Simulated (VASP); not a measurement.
**Ti3Se: single point with PBEsol+D4**

Ti3Se:

```
Ti Se
1.0
     3.19745    0.00000    0.00000
    -1.59872    2.76907    0.00000
     0.00000    0.00000    7.94275
Ti Se
3 1
Direct
  0.33333 0.66667 0.22710
  0.33333 0.66667 0.77290
  0.66667 0.33333 0.50000
  0.00000 0.00000 0.00000
```

| Property | Result |
| --- | --- |
| Program | VASP 6.6.1 |
| Task | single point |
| Functional | PBEsol |
| Dispersion | D4 |
| Potentials or basis | VASP PAW PBE potentials, release 64 (Ti_sv, Se) |
| Cutoff | 520 eV |
| k mesh | 10 × 10 × 4, shifted |
| Occupations | fermi-dirac, width 0.1 eV |
| Spin | no spin polarisation |

```yaml
Pressure: -5.6 GPa
Largest_force: 0.075 eV/Å
Band_gap_on_the_k_mesh: zero (bands 21 and 22 overlap by 0.61 eV)
Dispersion_energy_per_atom: -0.158 eV
```

Forces on the atoms (eV/Å):
```
Ti   0.000  0.000 -0.075
Ti   0.000  0.000  0.075
Ti   0.000  0.000  0.000
Se   0.000  0.000  0.000
```

Stress tensor (GPa, compression positive):
```
-5.43  0.00  0.00
 0.00 -5.43  0.00
 0.00  0.00 -5.86
```

Levels at points of the mesh, in eV from the Fermi level:
```
           k point  band 17  band 18  band 19  band 20  band 21  band 22  band 23  band 24  band 25  band 26
(0.05, 0.05, 0.12)    -1.82    -1.41    -0.42     0.16     0.22     0.31     0.43     0.81     1.16     1.31
```

It took 20 min on 1 thread of Intel(R) Xeon(R) Platinum 8488C (Sapphire Rapids), with other jobs on the host, peak memory 0.99 GiB.

Caveat: the cell stands under tension; the PAW data sets were made with another functional, which shifts forces and pressure a little.
